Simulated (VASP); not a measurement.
Set up this calculation in VASP 6.6.1, as the native input.

```yaml
Task: single point
Functional: PBE
Potentials_or_basis: VASP PAW PBE potentials, release 64 (P, O)
Cutoff: 520 eV
k_mesh: 18 × 18 × 18
Occupations: fermi-dirac, width 0.0612256 eV
Spin: no spin polarisation
Dipole_correction: no
Further_INCAR_settings: ALGO = Normal; EDIFF = 1e-07; NBANDS = 15
```

The structure of P2O (antifluorite type) lies in POSCAR:

```
P2O
1.0
    0.0000000000      2.6593179528      2.6593179528
    2.6593179528      0.0000000000      2.6593179528
    2.6593179528      2.6593179528      0.0000000000
P O
2 1
Direct
    0.2500000000      0.2500000000      0.2500000000
    0.7500000000      0.7500000000      0.7500000000
    0.0000000000      0.0000000000      0.0000000000
```

The input as run:

INCAR

```
ALGO     = Normal         # electronic algorithm
EDIFF    = 1E-7           # SCF threshold, eV
ENCUT    = 520            # plane-wave cutoff, eV
GGA      = PE             # functional
ISIF     = 2              # what is computed and relaxed
ISMEAR   = -1             # smearing method
LASPH    = T              # aspherical terms in the spheres
LCHARG   = T              # write CHGCAR
LELF     = T              # ELF
LREAL    = F              # projectors in reciprocal space
LVHAR    = T            
LWAVE    = F              # write WAVECAR
NBANDS   = 15             # bands
NELM     = 100            # most SCF steps
PREC     = Accurate       # precision mode
SIGMA    = 0.06122561905347299 # smearing width, eV
```

KPOINTS

```
k-points
0
Gamma
  18 18 18
```

Potentials or basis: VASP PAW PBE potentials, release 64 (P, O).

The run is started by

```console
$ cat potpaw_PBE.64/P/POTCAR potpaw_PBE.64/O/POTCAR > POTCAR
$ mpirun -np 1 vasp_std > vasp.out
```

Results of the run:

The pressure is 6.8 GPa and the band gap on the k mesh is zero (bands 8 and 9 overlap by 3.43 eV).

Caveat: the cell stands under pressure.

Run time: 54 s on 1 thread of AMD EPYC 9R45 96-Core Processor (Zen 5), on a shared host, peak memory 0.19 GiB.
